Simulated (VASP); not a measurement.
Here is a VASP 6.6.1 calculation.

The input INCAR:

```
PREC = Accurate ; ENCUT = 520
EDIFF = 1E-6 ; ISMEAR = 0
SIGMA = 0.1 ; LREAL = False
LASPH = True ; NELM = 80
ALGO = Normal ; ISIF = 2
LWAVE = False ; LCHARG = False
LDIPOL = True ; IDIPOL = 3
DIPOL = 0.5 0.5 0.500 ; GGA = PE
NBANDS = 13
```

The input KPOINTS:

```
Automatic mesh
0
Gamma
  6 6 1
```

POSCAR

```
SeS
1.0
    3.4906186600      0.0000000000      0.0000000000
   -1.7453093300      3.0229650600      0.0000000000
    0.0000000000      0.0000000000     16.0000000000
Se S
1 1
Direct
    0.6666666700      0.3333333300      0.5404139400
    0.3333333300      0.6666666700      0.4595860600
```

Potentials or basis: VASP PAW PBE potentials, release 64 (Se, S).

Run with:

```bash
$ cat potpaw_PBE.64/Se/POTCAR potpaw_PBE.64/S/POTCAR > POTCAR
$ mpirun -np 1 vasp_std > vasp.out
```

**Question.** What does it give for the band gap on the k mesh?

**Answer.** 0.22 eV, indirect (least direct gap 0.45 eV).

**Question.** Predict the largest force.

**Answer.** 1.384 eV/Å.

Forces on the atoms (eV/Å):
```
Se   0.000  0.000  1.384
S    0.000  0.000 -1.384
```
